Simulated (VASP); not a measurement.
# TaF3 (Pm-3m) in VASP: further runs

The runs below take TaF3 through relaxation of cell and atoms, single point, with PBE+U.

Everything below comes from runs of VASP 6.6.1. Logs are shortened: lines on timing, memory, paths and dates and some standing lists are left out, and cuts for length are marked.

## (1) The cell of the first run

The structure is cubic, space group Pm-3m (No. 221). Conventional cell: a = 3.948 Å, b = 3.948 Å, c = 3.948 Å, α = 90.00°, β = 90.00°, γ = 90.00°. Within 2.6 Å of Ta (site symmetry m-3m) lie 6 F at 1.97 Å. F (site symmetry 4/mmm) has 2 Ta at 1.97 Å within 2.6 Å.

## (2) Relaxation of cell and atoms, PBE+U

Contents of INCAR:

```
PREC = Accurate ; ENCUT = 600
EDIFF = 1E-7 ; ISMEAR = -1
SIGMA = 0.1 ; LREAL = F
LASPH = T ; NELM = 150
ALGO = Normal ; ISIF = 3
LWAVE = F ; LCHARG = F
LMAXMIX = 4 ; LDAU = T
LDAUTYPE = 2 ; LDAUL = 2 -1
LDAUU = 2 0 ; LDAUJ = 0 0
LDAUPRINT = 1 ; GGA = PE
IBRION = 2 ; NSW = 60
EDIFFG = -0.01
```

Contents of KPOINTS:

```
regular mesh
0
Gamma
  5 5 5
```

Contents of POSCAR:

```
TaF3
1.0
    3.9477130000      0.0000000000      0.0000000000
    0.0000000000      3.9477130000      0.0000000000
    0.0000000000      0.0000000000      3.9477130000
Ta F
1 3
Direct
    0.0000000000      0.0000000000      0.0000000000
    0.5000000000      0.0000000000      0.0000000000
    0.0000000000      0.5000000000      0.0000000000
    0.0000000000      0.0000000000      0.5000000000
```

Potentials or basis: VASP PAW PBE potentials, release 64 (Ta_pv, F).

Run with:

```console
$ cat potpaw_PBE.64/Ta_pv/POTCAR potpaw_PBE.64/F/POTCAR > POTCAR
$ mpirun -np 1 vasp_std > vasp.out
```

OUTCAR:

```text
PREC = Accurate
   ENCUT = 600
   EDIFF = 1E-7
   ISMEAR = -1
   LREAL = F
   LASPH = T
   NELM = 150
   ISIF = 3
   GGA = PE
   IBRION = 2
   NSW = 60
   EDIFFG = -0.01

 ion  position               nearest neighbor table
   1  0.000  0.000  0.000-   2 1.97   3 1.97   4 1.97   4 1.97   3 1.97   2 1.97
   2  0.500  0.000  0.000-   1 1.97   1 1.97
   3  0.000  0.500  0.000-   1 1.97   1 1.97
   4  0.000  0.000  0.500-   1 1.97   1 1.97

  LATTYP: Found a simple cubic cell.
 ALAT       =     3.9477130000

  Lattice vectors:

 A1 = (   3.9477130000,   0.0000000000,   0.0000000000)
 A2 = (   0.0000000000,   3.9477130000,   0.0000000000)
 A3 = (   0.0000000000,   0.0000000000,   3.9477130000)

Analysis of symmetry for initial positions (statically):
=====================================================================
 Subroutine PRICEL returns:
 Original cell was already a primitive cell.

 Routine SETGRP: Setting up the symmetry group for a
 simple cubic supercell.

 Subroutine GETGRP returns: Found 48 space group operations
 (whereof 48 operations were pure point group operations)
 out of a pool of 48 trial point group operations.

The static configuration has the point symmetry O_h .

Analysis of symmetry for dynamics (positions and initial velocities):
=====================================================================
 Subroutine PRICEL returns:
 Original cell was already a primitive cell.

 Routine SETGRP: Setting up the symmetry group for a
 simple cubic supercell.

 Subroutine GETGRP returns: Found 48 space group operations
 (whereof 48 operations were pure point group operations)
 out of a pool of 48 trial point group operations.

The dynamic configuration has the point symmetry O_h .

 Subroutine INISYM returns: Found 48 space group operations
 (whereof 48 operations are pure point group operations),
 and found     1 'primitive' translations

----------------------------------------------------------------------------------------

                                     Primitive cell

  volume of cell :      61.5229

  direct lattice vectors                    reciprocal lattice vectors
     3.947713000  0.000000000  0.000000000     0.253311221  0.000000000  0.000000000
     0.000000000  3.947713000  0.000000000     0.000000000  0.253311221  0.000000000
     0.000000000  0.000000000  3.947713000     0.000000000  0.000000000  0.253311221

  length of vectors
     3.947713000  3.947713000  3.947713000     0.253311221  0.253311221  0.253311221

  position of ions in fractional coordinates (direct lattice)
     0.000000000  0.000000000  0.000000000
     0.500000000  0.000000000  0.000000000
     0.000000000  0.500000000  0.000000000
     0.000000000  0.000000000  0.500000000

  ion indices of the primitive-cell ions
   primitive index   ion index
                 1           1
                 2           2
                 3           3
                 4           4

----------------------------------------------------------------------------------------

 KPOINTS: regular mesh

Automatic generation of k-mesh.
 Grid dimensions read from file:
 generate k-points for:    5    5    5

 Generating k-lattice:

  Cartesian coordinates                     Fractional coordinates (reciprocal lattice)
     0.050662244  0.000000000  0.000000000     0.200000000  0.000000000  0.000000000
     0.000000000  0.050662244  0.000000000     0.000000000  0.200000000  0.000000000
[... 37 lines left out ...]
   ISPIN  =      1    spin polarized calculation?
   LNONCOLLINEAR =      F non collinear calculations
   LSORBIT =      F    spin-orbit coupling
   LASPH  =      T    aspherical Exc in radial PAW
   ENCUT  =  600.0 eV  44.10 Ry    6.64 a.u.   7.88  7.88  7.88*2*pi/ulx,y,z
   NELM   =    150;   NELMIN=  2; NELMDL= -5     # of ELM steps
   EDIFF  = 0.1E-06   stopping-criterion for ELM
   LREAL  =      F    real-space projection
   EDIFFG = -.1E-01   stopping-criterion for IOM
   NSW    =     60    number of steps for IOM
   IBRION =      2    ionic relax: 0-MD 1-quasi-New 2-CG
   NFREE  =      1    steps in history (QN), initial steepest desc. (CG)
   ISIF   =      3    stress and relaxation
   ISYM   =      2    0-nonsym 1-usesym 2-fastsym
   POTIM  = 0.5000    time-step for ionic-motion
   TEBEG  =    0.0;   TEEND  =   0.0 temperature during run
   PSTRESS=    0.0 pullay stress
   NELECT =      32.0000    total number of electrons
   NUPDOWN=      -1.0000    fix difference up-down
   EMIN   =  10.00;   EMAX   =-10.00  energy-range for DOS
   EFERMI =   0.00;   METHOD = LEGACY
   ISMEAR =    -1;   SIGMA  =   0.10  broadening in eV -4-tet -1-fermi 0-gaus
   EFERMI_NEDOS =   21; number of points for ismear=-14 and -15
   IALGO  =     38    algorithm
   IMIX   =      4    mixing-type and parameters
     AMIX     =   0.40;   BMIX     =  1.00
     AMIX_MAG =   1.60;   BMIX_MAG =  1.00
  volume/ion in A,a.u.               =      15.38       103.79
[... 13 lines left out ...]
 conjugate gradient relaxation of ions
 non-spin polarized calculation
  energy-cutoff  :      600.00
  volume of cell :       61.52
 maximum number of plane-waves:      2103
 NGX is ok and might be reduce to    32
   NGX = 15   NGY = 15   NGZ = 15

--------------------------------------- Ionic step        1  -------------------------------------------

 number of electron      31.9999980 magnetization

 Free energy of the ion-electron system (eV)
  ---------------------------------------------------
  ext. energy  EPLUGINS =         0.00000000
  ---------------------------------------------------
  free energy    TOTEN  =       -24.51205159 eV

  energy without entropy =      -24.42545612  energy(sigma->0) =      -24.46875386

------------------------ aborting loop because EDIFF is reached ----------------------------------------

  FORCE on cell =-STRESS in cart. coord.  units (eV):
  Direction    XX          YY          ZZ          XY          YZ          ZX
  --------------------------------------------------------------------------------------
  -------------------------------------------------------------------------------------
  Total        8.1541594      8.1541594      8.1541594     -0.0000000     -0.0000000      0.0000000
  in kB      212.3503897    212.3503897    212.3503897     -0.0000000     -0.0000000      0.0000000
  external PRESSURE =     212.3503897 kB  Pullay stress =       0.0000000 kB
[... 95 lines left out ...]
  FREE ENERGIE OF THE ION-ELECTRON SYSTEM (eV)
  ---------------------------------------------------
  free  energy   TOTEN  =       -25.0862357074 eV

  energy  without entropy=      -24.9754995560  energy(sigma->0) =      -25.03086763

[... ionic steps 4 to 14 ...]

--------------------------------------- Ionic step       15  -------------------------------------------

 number of electron      32.0000010 magnetization

------------------------ aborting loop because EDIFF is reached ----------------------------------------
[... 65 lines left out ...]
  FREE ENERGIE OF THE ION-ELECTRON SYSTEM (eV)
  ---------------------------------------------------
  free  energy   TOTEN  =       -25.0863109695 eV

  energy  without entropy=      -24.9761500386  energy(sigma->0) =      -25.03123050

atom =   1  type =  1  l = 2

 onsite density matrix

spin component  1

  0.2961  0.0000 -0.0000 -0.0000 -0.0000
  0.0000  0.2961 -0.0000 -0.0000 -0.0000
 -0.0000 -0.0000  0.1393  0.0000 -0.0000
 -0.0000 -0.0000  0.0000  0.2961  0.0000
 -0.0000 -0.0000 -0.0000  0.0000  0.1393

spin component  2

  0.2961  0.0000 -0.0000 -0.0000 -0.0000
  0.0000  0.2961 -0.0000 -0.0000 -0.0000
 -0.0000 -0.0000  0.1393  0.0000 -0.0000
 -0.0000 -0.0000  0.0000  0.2961  0.0000
 -0.0000 -0.0000 -0.0000  0.0000  0.1393

 occupancies and eigenvectors

  o =  0.1393  v =  0.0000  0.0000  0.0156  0.0000 -0.9999  0.0000  0.0000  0.0000  0.0000  0.0000      0.0000  0.0000  0.0000  0.0000  0.0000  0.0000  0.0000  0.0000  0.0000  0.0000
  o =  0.1393  v =  0.0000  0.0000  0.0000  0.0000  0.0000  0.0000  0.0000  0.0156  0.0000 -0.9999      0.0000  0.0000  0.0000  0.0000  0.0000  0.0000  0.0000  0.0000  0.0000  0.0000
  o =  0.1393  v =  0.0000 -0.0000 -0.9999 -0.0000 -0.0156  0.0000  0.0000  0.0000  0.0000  0.0000      0.0000  0.0000  0.0000  0.0000  0.0000  0.0000  0.0000  0.0000  0.0000  0.0000
  o =  0.1393  v =  0.0000  0.0000  0.0000  0.0000  0.0000  0.0000 -0.0000 -0.9999 -0.0000 -0.0156      0.0000  0.0000  0.0000  0.0000  0.0000  0.0000  0.0000  0.0000  0.0000  0.0000
  o =  0.2961  v =  0.0000 -0.7456  0.0000 -0.6664 -0.0000  0.0000  0.0000  0.0000  0.0000  0.0000      0.0000  0.0000  0.0000  0.0000  0.0000  0.0000  0.0000  0.0000  0.0000  0.0000
  o =  0.2961  v =  0.0000  0.0000  0.0000  0.0000  0.0000  0.0000 -0.7456  0.0000 -0.6664 -0.0000      0.0000  0.0000  0.0000  0.0000  0.0000  0.0000  0.0000  0.0000  0.0000  0.0000
  o =  0.2961  v =  0.0000  0.0000  0.0000  0.0000  0.0000  0.0000 -0.6664  0.0000  0.7456 -0.0000      0.0000  0.0000  0.0000  0.0000  0.0000  0.0000  0.0000  0.0000  0.0000  0.0000
  o =  0.2961  v =  0.0000 -0.6664  0.0000  0.7456 -0.0000  0.0000  0.0000  0.0000  0.0000  0.0000      0.0000  0.0000  0.0000  0.0000  0.0000  0.0000  0.0000  0.0000  0.0000  0.0000
  o =  0.2961  v =  1.0000  0.0000  0.0000  0.0000  0.0000  0.0000  0.0000  0.0000  0.0000  0.0000      0.0000  0.0000  0.0000  0.0000  0.0000  0.0000  0.0000  0.0000  0.0000  0.0000
  o =  0.2961  v =  0.0000  0.0000  0.0000  0.0000  0.0000  1.0000  0.0000  0.0000  0.0000  0.0000      0.0000  0.0000  0.0000  0.0000  0.0000  0.0000  0.0000  0.0000  0.0000  0.0000

--------------------------------------- Ionic step       17  -------------------------------------------

 number of electron      32.0000010 magnetization

 Free energy of the ion-electron system (eV)
  ---------------------------------------------------
  ext. energy  EPLUGINS =         0.00000000
  ---------------------------------------------------
  free energy    TOTEN  =       -25.08631479 eV

  energy without entropy =      -24.97613074  energy(sigma->0) =      -25.03122277

 E-fermi :   3.2167     XC(G=0):  -8.2238

 val. band max:        3.1582402119   @ k =   0.4000   0.2000   0.2000
 cond. band min:       3.3859226231   @ k =   0.4000   0.0000   0.0000
 fundamental gap:      0.2276824111
 Fermi energy:         3.2166811011

 k-point     1 :       0.0000    0.0000    0.0000
  band No.  band energies     occupation
      1     -34.0799      2.00000
      2     -34.0799      2.00000
      3     -34.0799      2.00000
      4     -24.3683      2.00000
      5     -24.0656      2.00000
      6     -24.0656      2.00000
[... 250 lines left out ...]
  FREE ENERGIE OF THE ION-ELECTRON SYSTEM (eV)
  ---------------------------------------------------
  free  energy   TOTEN  =       -25.0863147950 eV

  energy  without entropy=      -24.9761307402  energy(sigma->0) =      -25.03122277

 reached required accuracy - stopping structural energy minimisation
```

Run time: 72 s. Hardware: 1 thread of AMD EPYC 9R45 (Zen 5), shared host; peak memory 0.16 GiB.

What came out:

```yaml
Free_energy: -25.0863 eV
Relaxed_volume: 17.85 Å³/atom
Relaxed_cell: a = 4.149 Å, b = 4.149 Å, c = 4.149 Å, α = 90.00°, β = 90.00°, γ = 90.00°
Space_group_after_relaxing_to_0.05_Å: Pm-3m (No. 221)
Energy_gained_by_relaxing: 143.6 meV/atom
Ionic_steps: 17
Pressure_after_relaxing: 0.1 GPa
Band_gap_on_the_k_mesh: zero (band 16 reaches 4.26 eV, above the bottom of band 17 at 2.37 eV)
```

The path:
| step | energy change (eV) | largest force (eV/Å) | pressure (GPa) | volume (Å³) |
| --- | --- | --- | --- | --- |
| 1 | 0.0000 | 0.0000 | 21.24 | 61.52 |
| 2 | -0.2199 | 0.0000 | -10.08 | 81.52 |
| 3 | -0.5742 | 0.0000 | -0.20 | 71.60 |
| 4 | -0.5743 | 0.0000 | 0.10 | 71.39 |
| 5 | -0.5743 | 0.0000 | 0.10 | 71.39 |
| 6 | -0.5743 | 0.0000 | 0.10 | 71.39 |
| 7 | -0.5743 | 0.0000 | 0.10 | 71.39 |
| 8 | -0.5743 | 0.0000 | 0.10 | 71.39 |
| 9 | -0.5743 | 0.0000 | 0.10 | 71.39 |
| 10 | -0.5743 | 0.0000 | 0.10 | 71.39 |
| 11 | -0.5743 | 0.0000 | 0.10 | 71.39 |
| 12 | -0.5743 | 0.0000 | 0.10 | 71.39 |
| 13 | -0.5743 | 0.0000 | 0.10 | 71.39 |
| 14 | -0.5743 | 0.0000 | 0.10 | 71.39 |
| 15 | -0.5743 | 0.0000 | 0.09 | 71.40 |
| 16 | -0.5743 | 0.0000 | 0.09 | 71.40 |
| 17 | -0.5743 | 0.0000 | 0.07 | 71.41 |

Final structure:
```cif
data_structure
_symmetry_space_group_name_H-M 'P 1'
_symmetry_Int_Tables_number 1
_cell_length_a 4.1487
_cell_length_b 4.1487
_cell_length_c 4.1487
_cell_angle_alpha 90.000
_cell_angle_beta 90.000
_cell_angle_gamma 90.000
_cell_volume 71.41
loop_
_atom_site_label
_atom_site_type_symbol
_atom_site_fract_x
_atom_site_fract_y
_atom_site_fract_z
_atom_site_occupancy
Ta1 Ta 0.00000 0.00000 0.00000 1
F1 F 0.50000 0.00000 0.00000 1
F2 F 0.00000 0.50000 0.00000 1
F3 F 0.00000 0.00000 0.50000 1
```

Eigenvalues of the final occupation matrices:
```tsv
site	spin	trace	eigenvalues
site 1 d	1	1.17	0.14 0.14 0.30 0.30 0.30
site 1 d	2	1.17	0.14 0.14 0.30 0.30 0.30
```

Caveat: the volume moved by over 15 % at a fixed basis, so the end points are rough; spin-orbit coupling is left out, which moves the levels of the heavy elements; the volume moved by +16 % from the deposited cell, more than functionals usually miss; U without spin polarisation on a metal has little footing. PBE usually gives volumes a little too large and moduli too small.

## (3) Single point, PBE+U

This run uses another cell than the first one, of 17.69 Å³/atom, 1.150 times its volume.

Contents of INCAR:

```
SYSTEM = TaF3
ALGO     = Normal         ! electronic algorithm
EDIFF    = 1E-6           ! SCF threshold, eV
ENCUT    = 600            ! plane-wave cutoff, eV
GGA      = PE             ! functional
GGA_COMPAT= .FALSE.      
ISIF     = 2              ! what is computed and relaxed
ISMEAR   = -1             ! smearing method
LASPH    = .TRUE.         ! aspherical terms in the spheres
LCHARG   = .FALSE.        ! write CHGCAR
LDAU     = .TRUE.         ! DFT+U
LDAUJ    = 0 0          
LDAUL    = 2 -1           ! shell
LDAUPRINT= 1            
LDAUTYPE = 2            
LDAUU    = 2 0            ! U, eV
LMAXMIX  = 4              ! l up to which the mixer works
LREAL    = .FALSE.        ! projectors in reciprocal space
LWAVE    = .FALSE.        ! write WAVECAR
NBANDS   = 25             ! bands
NELM     = 200            ! most SCF steps
PREC     = Accurate       ! precision mode
SIGMA    = 0.1            ! smearing width, eV
```

Contents of KPOINTS:

```
k-points
0
G
  5 5 5
  0 0 0
```

Contents of POSCAR:

```
TaF3
1.0
    4.1365012439      0.0000000000      0.0000000000
    0.0000000000      4.1365012439      0.0000000000
    0.0000000000      0.0000000000      4.1365012439
Ta F
1 3
Direct
    0.0000000000      0.0000000000      0.0000000000
    0.5000000000      0.0000000000      0.0000000000
    0.0000000000      0.5000000000      0.0000000000
    0.0000000000      0.0000000000      0.5000000000
```

Potentials or basis: VASP PAW PBE potentials, release 64 (Ta_sv_GW, F).

Run with:

```console
$ cat potpaw_PBE.64/Ta_sv_GW/POTCAR potpaw_PBE.64/F/POTCAR > POTCAR
$ mpirun -np 1 vasp_std > vasp.out
```

Wall time 22 s (1 thread of AMD EPYC 9R45 (Zen 5), shared host); peak memory 0.17 GiB.

Results (log left out):

| Property | Result |
| --- | --- |
| Free energy | -27.6589 eV |
| Pressure | 0.6 GPa |
| Band gap on the k mesh | zero (band 17 reaches 5.68 eV, above the bottom of band 18 at 3.75 eV) |

Levels at points of the mesh, in eV from the Fermi level:
```
           k point  band 14  band 15  band 16  band 17  band 18  band 19  band 20  band 21
(0.00, 0.00, 0.00)    -8.10    -8.10    -8.10    -0.86    -0.86    -0.86    -0.26     2.08
```

Eigenvalues of the final occupation matrices:
```tsv
site	spin	trace	eigenvalues
site 1 d	1	1.14	0.13 0.13 0.29 0.29 0.29
site 1 d	2	1.14	0.13 0.13 0.29 0.29 0.29
```

Caveat: spin-orbit coupling is left out, which moves the levels of the heavy elements; U without spin polarisation on a metal has little footing.

## (4) Relaxation of cell and atoms, PBE+U

Contents of INCAR:

```
PREC = Accurate ; ENCUT = 600
EDIFF = 1E-7 ; ISMEAR = -1
SIGMA = 0.1 ; LREAL = F
LASPH = T ; NELM = 200
ALGO = Normal ; ISIF = 3
LWAVE = F ; LCHARG = F
LMAXMIX = 4 ; LDAU = T
LDAUTYPE = 2 ; LDAUL = 2 -1
LDAUU = 2 0 ; LDAUJ = 0 0
LDAUPRINT = 1 ; GGA = PE
IBRION = 2 ; NSW = 60
EDIFFG = -0.01 ; GGA_COMPAT = F
NELMIN = 4
```

Contents of KPOINTS:

```
regular mesh
0
Gamma
  5 5 5
```

Contents of POSCAR:

```
TaF3
1.0
    3.9477130000      0.0000000000      0.0000000000
    0.0000000000      3.9477130000      0.0000000000
    0.0000000000      0.0000000000      3.9477130000
Ta F
1 3
Direct
    0.0000000000      0.0000000000      0.0000000000
    0.5000000000      0.0000000000      0.0000000000
    0.0000000000      0.5000000000      0.0000000000
    0.0000000000      0.0000000000      0.5000000000
```

Run with:

```console
$ cat potpaw_PBE.64/Ta_sv_GW/POTCAR potpaw_PBE.64/F/POTCAR > POTCAR
$ mpirun -np 1 vasp_std > vasp.out
```

Wall time 56 s (1 thread of Intel Xeon 6975P-C (Granite Rapids), shared host); peak memory 0.19 GiB.

It converged, with:

| Quantity | Value |
| --- | --- |
| Free energy | -27.6380 eV |
| Relaxed volume | 17.80 Å³/atom |
| Relaxed cell | a = 4.145 Å, b = 4.145 Å, c = 4.145 Å, α = 90.00°, β = 90.00°, γ = 90.00° |
| Space group after relaxing (to 0.05 Å) | Pm-3m (No. 221) |
| Energy gained by relaxing | 138.7 meV/atom |
| Ionic steps | 15 |
| Pressure after relaxing | 0.1 GPa |
| Band gap on the k mesh | zero (band 17 reaches 5.60 eV, above the bottom of band 18 at 3.70 eV) |

Step by step:
```csv
step,energy change (eV),largest force (eV/Å),pressure (GPa),volume (Å³)
1,0.0000,0.0000,20.91,61.52
2,-0.2025,0.0000,-10.17,81.18
3,-0.5549,0.0000,-0.20,71.39
4,-0.5550,0.0000,0.10,71.18
5,-0.5550,0.0000,0.09,71.18
6,-0.5550,0.0000,0.09,71.19
7,-0.5550,0.0000,0.09,71.19
8,-0.5550,0.0000,0.09,71.19
9,-0.5550,0.0000,0.09,71.19
10,-0.5550,0.0000,0.09,71.19
11,-0.5550,0.0000,0.09,71.19
12,-0.5550,0.0000,0.09,71.19
13,-0.5550,0.0000,0.09,71.19
14,-0.5550,0.0000,0.09,71.19
15,-0.5550,0.0000,0.09,71.19
```

Final structure:
```
Ta F
1.0
     4.14450    0.00000    0.00000
     0.00000    4.14450    0.00000
     0.00000    0.00000    4.14450
Ta F
1 3
Direct
  0.00000 0.00000 0.00000
  0.50000 0.00000 0.00000
  0.00000 0.50000 0.00000
  0.00000 0.00000 0.50000
```

Levels at points of the mesh, in eV from the Fermi level:
| k point | band 14 | band 15 | band 16 | band 17 | band 18 | band 19 | band 20 | band 21 |
| --- | --- | --- | --- | --- | --- | --- | --- | --- |
| (0.00, 0.00, 0.00) | -8.05 | -8.05 | -8.05 | -0.85 | -0.85 | -0.85 | -0.24 | 2.06 |

Eigenvalues of the final occupation matrices:
```
    site  spin  trace               eigenvalues
site 1 d     1   1.14  0.13 0.13 0.29 0.29 0.29
site 1 d     2   1.14  0.13 0.13 0.29 0.29 0.29
```

Caveat: the volume moved by over 15 % at a fixed basis, so the end points are rough; spin-orbit coupling is left out, which moves the levels of the heavy elements; the volume moved by +16 % from the deposited cell, more than functionals usually miss; U without spin polarisation on a metal has little footing. PBE usually gives volumes a little too large and moduli too small.

## (5) Summary

```tsv
task	potentials or basis	cell	second run	gap on the mesh (eV)	pressure (GPa)	relaxed volume (Å³/atom)
relaxation of cell and atoms	VASP PAW PBE potentials, release 64 (Ta_pv, F)	relaxed from a = 3.948 Å, 4 atoms	-	none	0.1	17.85
single point	VASP PAW PBE potentials, release 64 (Ta_sv_GW, F)	a = 4.137 Å, 4 atoms	valence_matched	none	0.6	-
relaxation of cell and atoms	VASP PAW PBE potentials, release 64 (Ta_sv_GW, F)	relaxed from a = 3.948 Å, 4 atoms	valence_matched	none	0.1	17.80
```

Alike in all rows: level PBE+U; no spin polarisation; Ta d U = 2.0 eV; k mesh 5 × 5 × 5; cutoff (eV) 600; smearing fermi-dirac 0.1 eV.

Caveats: spin-orbit coupling is left out, which moves the levels of the heavy elements; U without spin polarisation on a metal has little footing; the volume moved by over 15 % at a fixed basis, so the end points are rough (some runs); the volume moved by +16 % from the deposited cell, more than functionals usually miss (some runs).

Total energies depend on the potentials used, so only differences within one code and one set of settings carry meaning.
